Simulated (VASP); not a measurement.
# HgTe (Fm-3m) in VASP: notebook, part 2 of 2

VASP 6.6.1. The steps go on from the part before.

## 3. Single point, r2SCAN

This run uses another cell than the first one, of 27.73 Å³/atom, 1.021 times its volume.

POSCAR reads:

```
HgTe
1.0
    0.0000000000      3.0268714900      3.0268714900
    3.0268714900      0.0000000000      3.0268714900
    3.0268714900      3.0268714900      0.0000000000
Hg Te
1 1
Direct
    0.0000000000      0.0000000000      0.0000000000
    0.5000000000      0.5000000000      0.5000000000
```

INCAR.step1 reads:

```
PREC = Accurate
ENCUT = 520
ISMEAR = -1
SIGMA = 0.1
LREAL = False
LASPH = True
NELM = 100
NBANDS = 16
GGA = PE
ALGO = Normal
EDIFF = 1E-4
LWAVE = True
LCHARG = False
```

INCAR.step2 reads:

```
PREC = Accurate
ENCUT = 520
EDIFF = 1E-6
ISMEAR = -1
SIGMA = 0.1
LREAL = False
LASPH = True
NELM = 100
ALGO = Normal
ISIF = 2
LWAVE = False
LCHARG = False
METAGGA = R2SCAN
LMIXTAU = True
NBANDS = 16
ISTART = 1
```

KPOINTS reads:

```
regular mesh
0
Gamma
  10 10 10
```

Potentials or basis: VASP PAW PBE potentials, release 64 (Hg, Te).

On the command line:

```bash
$ cat potpaw_PBE.64/Hg/POTCAR potpaw_PBE.64/Te/POTCAR > POTCAR
$ cp INCAR.step1 INCAR
$ mpirun -np 1 vasp_std > vasp.out
$ cp INCAR.step2 INCAR
$ mpirun -np 1 vasp_std > vasp.out
```

It took 55 s on 1 thread of Intel Xeon 6975P-C (Granite Rapids), shared host; peak memory 0.21 GiB.

Results (log left out):

```
Free energy            : -74.8830 eV
Pressure               : 1.2 GPa
Band gap on the k mesh : zero (band 9 reaches 4.74 eV, above the bottom of band 10 at 2.00 eV)
```

Levels at points of the mesh, in eV from the Fermi level:
| k point | band 5 | band 6 | band 7 | band 8 | band 9 | band 10 | band 11 | band 12 | band 13 | band 14 |
| --- | --- | --- | --- | --- | --- | --- | --- | --- | --- | --- |
| (0.00, 0.00, 0.00) | -7.00 | -7.00 | -0.80 | -0.80 | -0.80 | -0.52 | 8.11 | 8.11 | 8.11 | 8.36 |
| (0.50, 0.00, 0.00) | -6.83 | -6.83 | -5.79 | 0.29 | 0.29 | 3.06 | 4.10 | 4.25 | 4.25 | 11.12 |
| (0.50, 0.50, 0.00) | -6.75 | -6.05 | -4.53 | -2.70 | -2.45 | -2.45 | 5.18 | 9.93 | 9.93 | 10.55 |

Caveat: the PAW data sets were made with another functional, which shifts forces and pressure a little; spin-orbit coupling is left out, which moves the levels of the heavy elements.

## 4. Single point, r2SCAN

This run uses another cell than the first one, of 28.30 Å³/atom, 1.042 times its volume.

POSCAR reads:

```
HgTe
1.0
    0.0000000000      3.0473239400      3.0473239400
    3.0473239400      0.0000000000      3.0473239400
    3.0473239400      3.0473239400      0.0000000000
Hg Te
1 1
Direct
    0.0000000000      0.0000000000      0.0000000000
    0.5000000000      0.5000000000      0.5000000000
```

INCAR.step1 reads:

```
PREC = Accurate ; ENCUT = 520
ISMEAR = -1 ; SIGMA = 0.1
LREAL = F ; LASPH = T
NELM = 60 ; NBANDS = 16
GGA = PE ; ALGO = Normal
EDIFF = 1E-4 ; LWAVE = T
LCHARG = F
```

INCAR.step2 reads:

```
PREC = Accurate ; ENCUT = 520
EDIFF = 1E-6 ; ISMEAR = -1
SIGMA = 0.1 ; LREAL = F
LASPH = T ; NELM = 60
ALGO = Normal ; ISIF = 2
LWAVE = F ; LCHARG = T
METAGGA = R2SCAN ; LMIXTAU = T
LELF = T ; LVHAR = T
NBANDS = 16 ; ISTART = 1
```

KPOINTS is that of step 3.

Potentials or basis: VASP PAW PBE potentials, release 64 (Hg, Te).

On the command line:

```bash
$ cat potpaw_PBE.64/Hg/POTCAR potpaw_PBE.64/Te/POTCAR > POTCAR
$ cp INCAR.step1 INCAR
$ mpirun -np 1 vasp_std > vasp.out
$ cp INCAR.step2 INCAR
$ mpirun -np 1 vasp_std > vasp.out
```

OUTCAR:

```text
PREC = Accurate
   ENCUT = 520
   EDIFF = 1E-6
   ISMEAR = -1
   LREAL = F
   LASPH = T
   NELM = 60
   ISIF = 2
   METAGGA = R2SCAN
   ISTART = 1

 ion  position               nearest neighbor table
   1  0.000  0.000  0.000-   2 3.05   2 3.05   2 3.05   2 3.05   2 3.05   2 3.05
   2  0.500  0.500  0.500-   1 3.05   1 3.05   1 3.05   1 3.05   1 3.05   1 3.05

  LATTYP: Found a face centered cubic cell.
 ALAT       =     6.0946478800

  Lattice vectors:

[... 643 lines left out ...]

  FORCE on cell =-STRESS in cart. coord.  units (eV):
  Direction    XX          YY          ZZ          XY          YZ          ZX
  --------------------------------------------------------------------------------------
  -------------------------------------------------------------------------------------
  Total        0.0260304      0.0260304      0.0260304      0.0000000      0.0000000      0.0000000
  in kB        0.7368942      0.7368942      0.7368942      0.0000000      0.0000000      0.0000000
  external PRESSURE =       0.7368942 kB  Pullay stress =       0.0000000 kB

 VOLUME and BASIS-vectors are now :
 -----------------------------------------------------------------------------
  energy-cutoff  :      520.00
  volume of cell :       56.60
      direct lattice vectors                 reciprocal lattice vectors
     0.000000000  3.047323940  3.047323940    -0.164078388  0.164078388  0.164078388
     3.047323940  0.000000000  3.047323940     0.164078388 -0.164078388  0.164078388
     3.047323940  3.047323940  0.000000000     0.164078388  0.164078388 -0.164078388

 POSITION                                       TOTAL-FORCE (eV/Angst)
 -----------------------------------------------------------------------------------
      0.00000      0.00000      0.00000         0.000000     -0.000000      0.000000
      3.04732      3.04732      3.04732         0.000000      0.000000      0.000000
 -----------------------------------------------------------------------------------
    total drift:                                0.000000     -0.000000     -0.000000

  FREE ENERGIE OF THE ION-ELECTRON SYSTEM (eV)
  ---------------------------------------------------
  free  energy   TOTEN  =       -74.8877393682 eV

  energy  without entropy=      -74.8579496242  energy(sigma->0) =      -74.87284450
```

OSZICAR.step1:

```text
N       E                     dE             d eps       ncg     rms          rms(c)
DAV:   1     0.103275537733E+03    0.10328E+03   -0.83323E+03  1512   0.100E+03
DAV:   2    -0.312118007361E+00   -0.10359E+03   -0.96129E+02  1792   0.227E+02
DAV:   3    -0.354210094128E+01   -0.32300E+01   -0.32220E+01  1792   0.417E+01
DAV:   4    -0.356445484790E+01   -0.22354E-01   -0.22353E-01  2000   0.332E+00
DAV:   5    -0.356475022621E+01   -0.29538E-03   -0.29538E-03  1928   0.323E-01    0.719E+00
DAV:   6    -0.337198322202E+01    0.19277E+00   -0.39425E-01  1792   0.802E+00    0.566E+00
DAV:   7    -0.336807540723E+01    0.39078E-02   -0.63377E-02  1776   0.173E+00    0.212E+00
DAV:   8    -0.336750702248E+01    0.56838E-03   -0.55261E-03  1704   0.831E-01    0.449E-01
DAV:   9    -0.336749510874E+01    0.11914E-04   -0.46367E-04  1928   0.220E-01
   1 F= -.33674951E+01 E0= -.33527018E+01  d E =-.295866E-01
```

Wall time 48 s (1 thread of Intel Xeon 6975P-C (Granite Rapids), shared host); peak memory 0.21 GiB.

What came out:

| Quantity | Value |
| --- | --- |
| Free energy | -74.8877 eV |
| Pressure | 0.1 GPa |
| Band gap on the k mesh | zero (band 9 reaches 4.49 eV, above the bottom of band 10 at 1.86 eV) |

Caveat: the PAW data sets were made with another functional, which shifts forces and pressure a little; spin-orbit coupling is left out, which moves the levels of the heavy elements.

## 5. Summary

```tsv
cell	gap on the mesh (eV)	pressure (GPa)
a = 4.251 Å, angles 60.0°, 2 atoms	none	2.5
a = 4.281 Å, angles 60.0°, 2 atoms	none	1.2
a = 4.310 Å, angles 60.0°, 2 atoms	none	0.1
```

Alike in all rows: task single point; level r2SCAN; potentials or basis VASP PAW PBE potentials, release 64 (Hg, Te); no spin polarisation; k mesh 10 × 10 × 10; cutoff (eV) 520; smearing fermi-dirac 0.1 eV.

Caveats: the PAW data sets were made with another functional, which shifts forces and pressure a little; spin-orbit coupling is left out, which moves the levels of the heavy elements.

Absolute energies hang on the potentials; compare differences alone.
